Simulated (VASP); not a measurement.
Set up this calculation in VASP 6.6.1, as the native input.

| Item | Value |
| --- | --- |
| Task | single point |
| Functional | PBEsol |
| Potentials or basis | VASP PAW PBE potentials, release 64 (Li_sv, S) |
| Cutoff | 750 eV |
| k mesh | 8 × 8 × 8 |
| Occupations | gaussian, width 0.01 eV |
| Spin | no spin polarisation |
| Dipole correction | no |
| Further INCAR settings | ALGO = Normal; EDIFF = 1e-06; NBANDS = 13 |

The structure of Li2S lies in POSCAR:

```
Li2S
1.0
    0.0000000000      2.8274408681      2.8274408681
    2.8274408681      0.0000000000      2.8274408681
    2.8274408681      2.8274408681      0.0000000000
Li S
2 1
Direct
    0.7500000000      0.7500000000      0.7500000000
    0.2500000000      0.2500000000      0.2500000000
    0.0000000000      0.0000000000      0.0000000000
```

One way to write it, as run:

INCAR

```
SYSTEM = Li2S
PREC = Accurate ; ENCUT = 750
EDIFF = 1E-6 ; ISMEAR = 0
SIGMA = 0.01 ; LREAL = .FALSE.
LASPH = .TRUE. ; NELM = 120
ALGO = Normal ; ISIF = 2
LWAVE = .FALSE. ; LCHARG = .FALSE.
GGA = PS ; NBANDS = 13
GGA_COMPAT = .FALSE.
```

KPOINTS

```
Automatic mesh
0
G
  8 8 8
  0 0 0
```

Potentials or basis: VASP PAW PBE potentials, release 64 (Li_sv, S).

The run is started by

```bash
$ cat potpaw_PBE.64/Li_sv/POTCAR potpaw_PBE.64/S/POTCAR > POTCAR
$ mpirun -np 1 vasp_std > vasp.out
```

It gave:

* Pressure: 0.0 GPa
* Band gap on the k mesh: 3.20 eV (least direct gap 4.22 eV)

Caveat: the PAW data sets were made with another functional, which shifts forces and pressure a little.

It took 47 s on 1 thread of Oxide Virtual Turin-like Processor, with other jobs on the host, peak memory 0.17 GiB.
